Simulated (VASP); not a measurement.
# TcN2 (Fm-3m) in VASP: density of states with PBEsol

Aim: the density of states of TcN2 with PBEsol.

All numbers are computed with VASP 6.6.1; they aren't measurements. Logs are shortened: lines on timing, memory, paths and dates and some standing lists are left out, and cuts for length are marked.

## Step 1: The cell of the first run

The structure is cubic, space group Fm-3m (No. 225). The conventional cell has a = 4.889 Å, b = 4.889 Å, c = 4.889 Å, α = 90.00°, β = 90.00°, γ = 90.00°. Within 2.8 Å of Tc (site symmetry m-3m) lie 8 N at 2.12 Å. N (site symmetry -43m) has 4 Tc at 2.12 Å and 6 N at 2.44 Å within 2.8 Å.

## Step 2: Density of states, PBEsol

The input, POSCAR:

```
TcN2
1.0
    0.0000000000      2.4445500000      2.4445500000
    2.4445500000      0.0000000000      2.4445500000
    2.4445500000      2.4445500000      0.0000000000
Tc N
1 2
Direct
    0.0000000000      0.0000000000      0.0000000000
    0.7500000000      0.7500000000      0.7500000000
    0.2500000000      0.2500000000      0.2500000000
```

The input, INCAR.step1:

```
PREC     = Accurate       # precision mode
ENCUT    = 520            # plane-wave cutoff, eV
EDIFF    = 1E-7           # SCF threshold, eV
ISMEAR   = -1             # smearing method
SIGMA    = 0.3            # smearing width, eV
LREAL    = F              # projectors in reciprocal space
LASPH    = T              # aspherical terms in the spheres
NELM     = 100            # most SCF steps
ALGO     = Normal         # electronic algorithm
ISIF     = 2              # what is computed and relaxed
LWAVE    = F              # write WAVECAR
LCHARG   = T              # write CHGCAR
LMAXMIX  = 4              # l up to which the mixer works
GGA      = PS             # functional
NBANDS   = 18             # bands
```

The input, KPOINTS.step1:

```
regular mesh
0
Gamma
  6 6 6
```

The input, INCAR.step2:

```
PREC     = Accurate       # precision mode
ENCUT    = 520            # plane-wave cutoff, eV
EDIFF    = 1E-7           # SCF threshold, eV
ISMEAR   = -5             # smearing method
SIGMA    = 0.3            # smearing width, eV
LREAL    = F              # projectors in reciprocal space
LASPH    = T              # aspherical terms in the spheres
NELM     = 100            # most SCF steps
ALGO     = Normal         # electronic algorithm
ISIF     = 2              # what is computed and relaxed
LWAVE    = F              # write WAVECAR
LCHARG   = F              # write CHGCAR
LMAXMIX  = 4              # l up to which the mixer works
GGA      = PS             # functional
LORBIT   = 11             # projections on sites
NBANDS   = 18             # bands
NEDOS    = 1001           # points of the DOS
ICHARG   = 11             # starting density
```

The input, KPOINTS.step2:

```
regular mesh
0
Gamma
  9 9 9
```

Potentials or basis: VASP PAW PBE potentials, release 64 (Tc_pv, N).

Started as:

```sh
$ cat potpaw_PBE.64/Tc_pv/POTCAR potpaw_PBE.64/N/POTCAR > POTCAR
$ cp INCAR.step1 INCAR
$ cp KPOINTS.step1 KPOINTS
$ mpirun -np 1 vasp_std > vasp.out
$ cp INCAR.step2 INCAR
$ cp KPOINTS.step2 KPOINTS
$ mpirun -np 1 vasp_std > vasp.out
```

OUTCAR:

```text
PREC = Accurate
   ENCUT = 520
   EDIFF = 1E-7
   ISMEAR = -5
   LREAL = F
   LASPH = T
   NELM = 100
   ISIF = 2
   GGA = PS
   LORBIT = 11
   ICHARG = 11

 ion  position               nearest neighbor table
   1  0.000  0.000  0.000-   2 2.12   2 2.12   2 2.12   2 2.12   3 2.12   3 2.12   3 2.12   3 2.12

   2  0.750  0.750  0.750-   1 2.12   1 2.12   1 2.12   1 2.12
   3  0.250  0.250  0.250-   1 2.12   1 2.12   1 2.12   1 2.12

  LATTYP: Found a face centered cubic cell.
 ALAT       =     4.8891000000

  Lattice vectors:

 A1 = (   0.0000000000,   2.4445500000,   2.4445500000)
 A2 = (   2.4445500000,   0.0000000000,   2.4445500000)
 A3 = (   2.4445500000,   2.4445500000,   0.0000000000)

Analysis of symmetry for initial positions (statically):
=====================================================================
 Subroutine PRICEL returns:
 Original cell was already a primitive cell.

 Routine SETGRP: Setting up the symmetry group for a
 face centered cubic supercell.

 Subroutine GETGRP returns: Found 48 space group operations
 (whereof 48 operations were pure point group operations)
 out of a pool of 48 trial point group operations.

The static configuration has the point symmetry O_h .

Analysis of symmetry for dynamics (positions and initial velocities):
=====================================================================
 Subroutine PRICEL returns:
 Original cell was already a primitive cell.

 Routine SETGRP: Setting up the symmetry group for a
 face centered cubic supercell.

 Subroutine GETGRP returns: Found 48 space group operations
 (whereof 48 operations were pure point group operations)
 out of a pool of 48 trial point group operations.

The dynamic configuration has the point symmetry O_h .

 Subroutine INISYM returns: Found 48 space group operations
 (whereof 48 operations are pure point group operations),
 and found     1 'primitive' translations

----------------------------------------------------------------------------------------

                                     Primitive cell

  volume of cell :      29.2164

  direct lattice vectors                    reciprocal lattice vectors
     0.000000000  2.444550000  2.444550000    -0.204536622  0.204536622  0.204536622
     2.444550000  0.000000000  2.444550000     0.204536622 -0.204536622  0.204536622
     2.444550000  2.444550000  0.000000000     0.204536622  0.204536622 -0.204536622

  length of vectors
     3.457115764  3.457115764  3.457115764     0.354267822  0.354267822  0.354267822

  position of ions in fractional coordinates (direct lattice)
     0.000000000  0.000000000  0.000000000
     0.750000000  0.750000000  0.750000000
     0.250000000  0.250000000  0.250000000

  ion indices of the primitive-cell ions
   primitive index   ion index
                 1           1
                 2           2
                 3           3

----------------------------------------------------------------------------------------

 KPOINTS: regular mesh

Automatic generation of k-mesh.
 Grid dimensions read from file:
 generate k-points for:    9    9    9

 Generating k-lattice:

  Cartesian coordinates                     Fractional coordinates (reciprocal lattice)
    -0.022726291  0.022726291  0.022726291     0.111111111  0.000000000  0.000000000
     0.022726291 -0.022726291  0.022726291     0.000000000  0.111111111  0.000000000
     0.022726291  0.022726291 -0.022726291     0.000000000  0.000000000  0.111111111

  Length of vectors
     0.039363091  0.039363091  0.039363091

  Shift w.r.t. Gamma in fractional coordinates (k-lattice)
     0.000000000  0.000000000  0.000000000

 TETIRR: Found    115 inequivalent tetrahedra from     4374

 Subroutine IBZKPT returns following result:
 ===========================================

 Found     35 irreducible k-points:

 Following reciprocal coordinates:
            Coordinates               Weight
  0.000000  0.000000  0.000000      1.000000
  0.111111  0.000000  0.000000      8.000000
  0.222222  0.000000  0.000000      8.000000
  0.333333  0.000000  0.000000      8.000000
  0.444444  0.000000  0.000000      8.000000
  0.111111  0.111111  0.000000      6.000000
[... 16 lines left out ...]
 -0.333333  0.333333  0.000000     12.000000
  0.444444  0.444444  0.000000      6.000000
 [... further k-points ...]
   k-points           NKPTS =     35   k-points in BZ     NKDIM =     35   number of bands    NBANDS=     18
   number of dos      NEDOS =   1001   number of ions     NIONS =      3
   total plane-waves  NPLWV =  21952
   dimension x,y,z NGX =    28 NGY =   28 NGZ =   28
   dimension x,y,z NGXF=    56 NGYF=   56 NGZF=   56
   ions per type =               1   2
   NGX,Y,Z   is equivalent  to a cutoff of  13.46, 13.46, 13.46 a.u.
   NGXF,Y,Z  is equivalent  to a cutoff of  26.93, 26.93, 26.93 a.u.
 SYSTEM =  unknown system
   PREC   = accura    normal or accurate (medium, high low for compatibility)
   ISTART =      0    job   : 0-new  1-cont  2-samecut
   ICHARG =     11    charge: 1-file 2-atom 10-const
   ISPIN  =      1    spin polarized calculation?
   LNONCOLLINEAR =      F non collinear calculations
   LSORBIT =      F    spin-orbit coupling
   LASPH  =      T    aspherical Exc in radial PAW
   ENCUT  =  520.0 eV  38.22 Ry    6.18 a.u.   6.43  6.43  6.43*2*pi/ulx,y,z
   NELM   =    100;   NELMIN=  2; NELMDL=  0     # of ELM steps
   EDIFF  = 0.1E-06   stopping-criterion for ELM
   LREAL  =      F    real-space projection
   EDIFFG = 0.1E-05   stopping-criterion for IOM
   NSW    =      0    number of steps for IOM
   IBRION =     -1    ionic relax: 0-MD 1-quasi-New 2-CG
   NFREE  =      0    steps in history (QN), initial steepest desc. (CG)
   ISIF   =      2    stress and relaxation
   ISYM   =      2    0-nonsym 1-usesym 2-fastsym
   POTIM  = 0.5000    time-step for ionic-motion
   TEBEG  =    0.0;   TEEND  =   0.0 temperature during run
   PSTRESS=    0.0 pullay stress
   NELECT =      23.0000    total number of electrons
   NUPDOWN=      -1.0000    fix difference up-down
   EMIN   =  10.00;   EMAX   =-10.00  energy-range for DOS
   EFERMI =   0.00;   METHOD = LEGACY
   ISMEAR =    -5;   SIGMA  =   0.30  broadening in eV -4-tet -1-fermi 0-gaus
   EFERMI_NEDOS =   21; number of points for ismear=-14 and -15
   IALGO  =     38    algorithm
   IMIX   =      4    mixing-type and parameters
     AMIX     =   0.40;   BMIX     =  1.00
     AMIX_MAG =   1.60;   BMIX_MAG =  1.00
  volume/ion in A,a.u.               =       9.74        65.72
  Fermi-wavevector in a.u.,A,eV,Ry     =   1.511617  2.856542 31.089134  2.284987
  Thomas-Fermi vector in A             =   2.621651
   LORBIT       =     11    0 simple, 1 ext, 2 COOP (PROOUT), +10 PAW based schemes
   GGA     = PS    functional components
   LHFCALC =     F    Hartree Fock is set to
   AEXX    =    0.0000 exact exchange contribution
   IVDW    =     0    specifies the selected vdW correction
   LEPSILON=     F    determine dielectric tensor
   LRPA    =     F    only Hartree local field effects (RPA)
 non-spin polarized calculation
 Fermi weights with tetrahedron method with Bloechl corrections
  energy-cutoff  :      520.00
  volume of cell :       29.22
 maximum number of plane-waves:       801
 NGX is ok and might be reduce to    28

 number of electron      23.0000001 magnetization

 Free energy of the ion-electron system (eV)
  ---------------------------------------------------
  ext. energy  EPLUGINS =         0.00000000
  ---------------------------------------------------
  free energy    TOTEN  =       -26.50158656 eV

  energy without entropy =      -26.50158656  energy(sigma->0) =      -26.50158656

 E-fermi :   8.7415     XC(G=0): -13.0126

 val. band max:        8.8264403023   @ k =  -0.3333   0.3333   0.0000
 cond. band min:       8.6729727250   @ k =  -0.4444   0.1111   0.0000
 fundamental gap:     -0.1534675773
 Fermi energy:         8.7414672198

 k-point     1 :       0.0000    0.0000    0.0000
  band No.  band energies     occupation
      1     -30.7570      2.00000
      2     -30.7570      2.00000
      3     -30.7570      2.00000
      4      -8.1457      2.00000
      5      -2.2729      2.00000
      6       1.7559      2.00000
[... 10 lines left out ...]
     17      17.6934      0.00000
     18      21.1375      0.00000

 k-point     2 :       0.1111    0.0000    0.0000
  band No.  band energies     occupation
      1     -30.7773      2.00000
      2     -30.7600      2.00000
      3     -30.7600      2.00000
      4      -7.9570      2.00000
      5      -2.7545      2.00000
      6       1.8886      2.00000
[... 10 lines left out ...]
     17      18.0552      0.00000
     18      21.3834      0.00000

 k-point     3 :       0.2222    0.0000    0.0000
  band No.  band energies     occupation
      1     -30.8278      2.00000
      2     -30.7673      2.00000
      3     -30.7673      2.00000
      4      -7.4439      2.00000
      5      -3.6175      2.00000
      6       2.2287      2.00000
[... 10 lines left out ...]
     17      18.8606      0.00000
     18      21.8014      0.00000

 k-point     4 :       0.3333    0.0000    0.0000
  band No.  band energies     occupation
      1     -30.8845      2.00000
      2     -30.7756      2.00000
      3     -30.7756      2.00000
      4      -6.7728      2.00000
      5      -4.3487      2.00000
      6       2.5991      2.00000
[... 375 lines left out ...]
      4      -5.3553      2.00000
      5      -5.1323      2.00000
      6       1.5612      2.00000
[... 10 lines left out ...]
     17      19.8185      0.00000
     18      23.4440      0.00000

 k-point    23 :      -0.3333    0.3333    0.0000
  band No.  band energies     occupation
      1     -30.8751      2.00000
      2     -30.8707      2.00000
      3     -30.7983      2.00000
      4      -5.4732      2.00000
      5      -5.0918      2.00000
      6       1.8825      2.00000
[... 10 lines left out ...]
     17      19.8503      0.00000
     18      23.3263      0.00000

 k-point    24 :       0.4444    0.4444    0.0000
  band No.  band energies     occupation
      1     -30.9215      2.00000
      2     -30.8154      2.00000
      3     -30.8154      2.00000
      4      -5.3484      2.00000
      5      -5.0992      2.00000
      6       1.0600      2.00000
[... 10 lines left out ...]
     17      19.7962      0.00000
     18      23.3024      0.00000

 [... further k-points ...]
[... 5 lines left out ...]
  --------------------------------------------------------------------------------------
  -------------------------------------------------------------------------------------
  Total       -3.0565940     -3.0565940     -3.0565940     -0.0000000      0.0000000     -0.0000000
  in kB     -167.6183527   -167.6183527   -167.6183527     -0.0000000      0.0000000     -0.0000000
  external PRESSURE =    -167.6183527 kB  Pullay stress =       0.0000000 kB

 VOLUME and BASIS-vectors are now :
 -----------------------------------------------------------------------------
  energy-cutoff  :      520.00
  volume of cell :       29.22
      direct lattice vectors                 reciprocal lattice vectors
     0.000000000  2.444550000  2.444550000    -0.204536622  0.204536622  0.204536622
     2.444550000  0.000000000  2.444550000     0.204536622 -0.204536622  0.204536622
     2.444550000  2.444550000  0.000000000     0.204536622  0.204536622 -0.204536622

 POSITION                                       TOTAL-FORCE (eV/Angst)
 -----------------------------------------------------------------------------------
      0.00000      0.00000      0.00000         0.000000     -0.000000      0.000000
      3.66683      3.66683      3.66683        -0.000000     -0.000000     -0.000000
      1.22228      1.22228      1.22228         0.000000      0.000000      0.000000
 -----------------------------------------------------------------------------------
    total drift:                               -0.000000     -0.000000      0.000000

  FREE ENERGIE OF THE ION-ELECTRON SYSTEM (eV)
  ---------------------------------------------------
  free  energy   TOTEN  =       -26.5015865627 eV

  energy  without entropy=      -26.5015865627  energy(sigma->0) =      -26.50158656

 total charge

# of ion       s       p       d       tot
------------------------------------------
    1        0.410   6.572   4.927  11.910
    2        1.293   2.320   0.000   3.612
    3        1.293   2.320   0.000   3.612
--------------------------------------------------
tot          2.996  11.212   4.927  19.134
```

Wall time 40 s (1 thread of Intel Xeon 8259CL, shared host); peak memory 0.16 GiB.

Results:

```
Valence electrons inside the program's atomic spheres : Tc 11.91; N 3.61
```

Caveat: the k points lie up to 0.37 Å⁻¹ apart; the PAW data sets were made with another functional, which shifts forces and pressure a little; tetrahedron occupations give inexact forces and stress in metals.
